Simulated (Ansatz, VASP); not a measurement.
Two plane-wave programs on Sr

File INCAR:

```
PREC = Accurate
ENCUT = 500
EDIFF = 1E-6
ISMEAR = 0
SIGMA = 0.1
LREAL = False
LASPH = True
NELM = 120
ALGO = Normal
ISIF = 2
LWAVE = False
LCHARG = False
GGA = B5
ALDAX = 1.0
AGGAX = 1.0
AGGAC = 1.0
ALDAC = 0.0
NBANDS = 11
GGA_COMPAT = False
```

KPOINTS

```
Automatic mesh
0
Gamma
  8 8 8
```

File POSCAR:

```
Sr
1.0
    4.2175440330     -0.0000000234     -0.0000000404
   -1.4058479890      3.9763386554     -0.0000000404
   -1.4058479890     -1.9881692693      3.4436103233
Sr
1
Direct
    0.0000000000      0.0000000000      0.0000000000
```

Input for Ansatz:

```yaml
crystal:
  lattice:
    a: 4.217544
    b: 4.217544
    c: 4.217544
    alpha: 109.47122
    beta: 109.47122
    gamma: 109.47122
  atoms:
    - { symbol: Sr, position: [0.0, 0.0, 0.0] }
kpoints:
  mp_grid:
    grid: [8, 8, 8]
hamiltonian:
  xc: blyp
scf:
  occupations:
    method: gaussian
output:
  stress: true
```

Alike in both runs: task single point; functional BLYP; k mesh 8 × 8 × 8; no spin polarisation.

|  | VASP | Ansatz |
| --- | --- | --- |
| version | VASP 6.6.1 | Ansatz 0.2.0 |
| potentials or method | VASP PAW PBE potentials, release 64 (Sr_sv) | plane waves, PAW |
| plane-wave cutoff (eV) | 500 | 420 |
| occupations | gaussian, width 0.1 eV | gaussian |
| valence electrons in the cell | 10 | 10 |

|  | VASP | Ansatz | Ansatz less VASP |
| --- | --- | --- | --- |
| pressure (GPa) | -0.4 | -0.4 | +0.01 |

VASP's potentials were made for PBE, not for BLYP.
